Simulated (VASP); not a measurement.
A run of VASP 6.6.1 is set up as follows.

INCAR

```
SYSTEM = BP
ALGO = Normal
EDIFF = 1E-6
ENCUT = 520
GGA = PS
ISIF = 2
ISMEAR = 0
LASPH = .True.
LCHARG = .True.
LELF = .True.
LREAL = .False.
LVHAR = .True.
LWAVE = .False.
NBANDS = 11
NELM = 60
PREC = Accurate
SIGMA = 0.01
```

KPOINTS

```
k-points
0
Gamma
  10 10 10
  0 0 0
```

Contents of POSCAR:

```
BP
1.0
    0.0000000000      2.2750542944      2.2750542944
    2.2750542944      0.0000000000      2.2750542944
    2.2750542944      2.2750542944      0.0000000000
B P
1 1
Direct
    0.0000000000      0.0000000000      0.0000000000
    0.7500000000      0.7500000000      0.7500000000
```

Potentials or basis: VASP PAW PBE potentials, release 64 (B, P).

Command:

```bash
$ cat potpaw_PBE.64/B/POTCAR potpaw_PBE.64/P/POTCAR > POTCAR
$ mpirun -np 1 vasp_std > vasp.out
```

**Question.** Predict the pressure.

**Answer.** -3.1 GPa.

**Question.** Estimate the band gap on the k mesh.

**Answer.** 1.14 eV, indirect (least direct gap 3.35 eV).

Caveat: the PAW data sets were made with another functional, which shifts forces and pressure a little. A k mesh can miss the band edges.
